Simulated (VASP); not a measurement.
KF: relaxation of cell and atoms with PBEsol

KF:

```xyz
2
Lattice="0.0000 2.6542 2.6542 2.6542 0.0000 2.6542 2.6542 2.6542 0.0000" Properties=species:S:1:pos:R:3 pbc="T T T"
K     0.0000    0.0000    0.0000
F     2.6542    2.6542    2.6542
```

| Property | Result |
| --- | --- |
| Program | VASP 6.6.1 |
| Task | relaxation of cell and atoms |
| Functional | PBEsol |
| Potentials or basis | VASP PAW PBE potentials, release 64 (K_sv, F) |
| Cutoff | 600 eV |
| k mesh | 8 × 8 × 8 |
| Occupations | gaussian, width 0.01 eV |
| Spin | no spin polarisation |
| Target pressure | 15 GPa |
| Dipole correction | no |
| Further INCAR settings | ALGO = Normal; EDIFF = 1e-07; IBRION = 2; EDIFFG = -0.002; NSW = 100; ISIF = 3 |

```
Relaxed volume                                             : 14.68 Å³/atom
Relaxed cell                                               : a = 3.463 Å, b = 3.463 Å, c = 3.463 Å, α = 60.00°, β = 60.00°, γ = 60.00°
Space group after relaxing (to 0.1 Å)                      : Fm-3m (No. 225)
Energy change on relaxing (the run minimises the enthalpy) : +146.9 meV/atom
Ionic steps                                                : 16
Pressure after relaxing                                    : 15.0 GPa
Band gap on the k mesh                                     : 7.50 eV (least direct gap 7.56 eV)
```

The path:
```
step  energy change (eV)  largest force (eV/Å)  pressure (GPa)  volume (Å³)
   1              0.0000                0.0000            0.00        37.40
   2              0.3613                0.0000           17.43        28.70
   3              0.2953                0.0000           15.05        29.35
   4              0.2816                0.0000           14.55        29.50
   5              0.2820                0.0000           14.56        29.50
   6              0.2831                0.0000           14.61        29.49
   7              0.2831                0.0000           14.60        29.49
   8              0.2832                0.0000           14.60        29.48
   9              0.2832                0.0000           14.61        29.48
  10              0.2834                0.0000           14.61        29.48
  11              0.2838                0.0000           14.63        29.48
  12              0.2846                0.0000           14.65        29.47
  13              0.2862                0.0000           14.72        29.45
  14              0.2893                0.0000           14.84        29.42
  15              0.2957                0.0000           15.07        29.35
  16              0.2938                0.0000           15.00        29.37
```

Final structure:
```
CELL_PARAMETERS angstrom
0.00000 2.44882 2.44882
2.44882 0.00000 2.44882
2.44882 2.44882 0.00000
ATOMIC_POSITIONS crystal
K 0.00000 0.00000 0.00000
F 0.50000 0.50000 0.50000
```

Levels at points of the mesh, in eV from the valence-band top:
```csv
k point,band 6,band 7,band 8,band 9,band 10,band 11
"(0.00, 0.00, 0.00)",-0.06,-0.06,-0.06,7.50,11.18,11.18
"(0.50, 0.00, 0.00)",-1.23,-0.73,-0.73,9.95,12.47,13.23
"(0.50, 0.50, 0.00)",0.00,0.00,0.00,8.05,11.70,13.83
```

Wall time 3.2 min on 1 thread of Intel Xeon 8259CL, with other jobs on the host, peak memory 0.18 GiB.

Caveat: the cell is relaxed towards a set pressure, so the run minimises the enthalpy, not the energy; the volume moved by over 15 % at a fixed basis, so the end points are rough; the PAW data sets were made with another functional, which shifts forces and pressure a little. A k mesh can miss the band edges.
